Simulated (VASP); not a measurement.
Write the native input for VASP 6.6.1 that does the following.

* Task: single point
* Functional: PBEsol
* Potentials or basis: VASP PAW PBE potentials, release 64 (Te)
* Cutoff: 520 eV
* k mesh: 9 × 9 × 9
* Occupations: fermi-dirac, width 0.05 eV
* Spin: no spin polarisation
* Dipole correction: no
* Further INCAR settings: ALGO = Normal; EDIFF = 1e-06; NBANDS = 9

The structure of Te lies in POSCAR:

```
Te
1.0
    2.2703643485      1.3107954677      1.7524469532
   -2.2703643485      1.3107954677      1.7524469532
    0.0000000000     -2.6215909355      1.7524469532
Te
1
Direct
    0.5000000000      0.5000000000      0.5000000000
```

The input as run:

INCAR

```
PREC     = Accurate       # precision mode
ENCUT    = 520            # plane-wave cutoff, eV
EDIFF    = 1E-6           # SCF threshold, eV
ISMEAR   = -1             # smearing method
SIGMA    = 0.05           # smearing width, eV
LREAL    = False          # projectors in reciprocal space
LASPH    = True           # aspherical terms in the spheres
NELM     = 80             # most SCF steps
ALGO     = Normal         # electronic algorithm
ISIF     = 2              # what is computed and relaxed
LWAVE    = False          # write WAVECAR
LCHARG   = False          # write CHGCAR
GGA      = PS             # functional
NBANDS   = 9              # bands
```

KPOINTS

```
Automatic mesh
0
Gamma
  9 9 9
```

Potentials or basis: VASP PAW PBE potentials, release 64 (Te).

The run is started by

```bash
$ cat potpaw_PBE.64/Te/POTCAR > POTCAR
$ mpirun -np 1 vasp_std > vasp.out
```

Results of the run:

The pressure is 0.0 GPa and the band gap on the k mesh is zero (band 3 reaches 9.43 eV, above the bottom of band 4 at 4.14 eV).

Caveat: the PAW data sets were made with another functional, which shifts forces and pressure a little; spin-orbit coupling is left out, which moves the levels of the heavy elements.

It took 7.9 s on 1 thread of Intel(R) Xeon(R) 6975P-C (Granite Rapids), on a shared host, peak memory 0.15 GiB.
